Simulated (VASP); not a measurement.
Runs of VASP 6.6.1 on AlP. The structure is that of space group F-43m (No. 216), or close to it. The cells are those of the table. 

| task | potentials or basis | cell | k mesh | GW scheme | GW iterations | cutoff of the response function | frequency points | empty bands | gap on the mesh (eV) | pressure (GPa) |
| --- | --- | --- | --- | --- | --- | --- | --- | --- | --- | --- |
| single point | VASP PAW PBE potentials, release 64 (Al, P) | a = 3.863 Å, angles 60.0°, 2 atoms | 2 × 2 × 2 | - | - | - | - | - | 1.38 | (d) |
| single point | VASP PAW PBE potentials, release 64 (Al, P) | a = 3.863 Å, angles 60.0°, 2 atoms | 4 × 4 × 4 | - | - | - | - | - | (b) | 2.4 |
| single point | VASP PAW PBE potentials, release 64 (Al, P) | a = 3.963 Å, angles 60.0°, 2 atoms | 3 × 3 × 3 | - | - | - | - | - | 2.21 | -2.9 |
| single point | VASP PAW PBE potentials, release 64 (Al, P) | a = 3.757 Å, angles 60.0°, 2 atoms | 4 × 4 × 4 | - | - | - | - | - | 1.38 | 11.6 |
| single point | VASP PAW PBE potentials, release 64 (Al, P) | a = 3.914 Å, angles 60.0°, 2 atoms | 3 × 3 × 3 | - | - | - | - | - | 2.18 | (a) |
| single point | VASP PAW PBE potentials, release 64 (Al, P) | a = 3.757 Å, angles 60.0°, 2 atoms | 3 × 3 × 3 | - | - | - | - | - | 2.07 | 12.9 |
| single point | VASP PAW PBE potentials, release 64 (Al, P) | a = 3.863 Å, angles 60.0°, 2 atoms | 6 × 6 × 6 | - | - | - | - | - | 1.58 | 2.1 |
| single point | VASP PAW PBE potentials, release 64 (Al, P) | a = 3.811 Å, angles 60.0°, 2 atoms | 6 × 6 × 6 | - | - | - | - | - | (c) | 6.1 |
| single point | VASP PAW PBE potentials, release 64 (Al, P) | a = 3.811 Å, angles 60.0°, 2 atoms | 3 × 3 × 3 | - | - | - | - | - | 2.11 | 7.7 |
| single point | VASP PAW PBE potentials, release 64 (Al, P) | a = 3.811 Å, angles 60.0°, 2 atoms | 4 × 4 × 4 | - | - | - | - | - | 1.47 | 6.6 |
| single point | VASP PAW PBE potentials, release 64 (Al, P) | a = 3.914 Å, angles 60.0°, 2 atoms | 4 × 4 × 4 | - | - | - | - | - | 1.63 | -0.9 |

Alike in all rows: level PBE; no spin polarisation; cutoff (eV) 500; smearing gaussian 0.01 eV.

Estimate the missing entries.

(a) 0.0; (b) 1.56; (c) 1.50; (d) 8.1.

Caveats: some runs use coarse meshes.

A k mesh can miss the band edges.
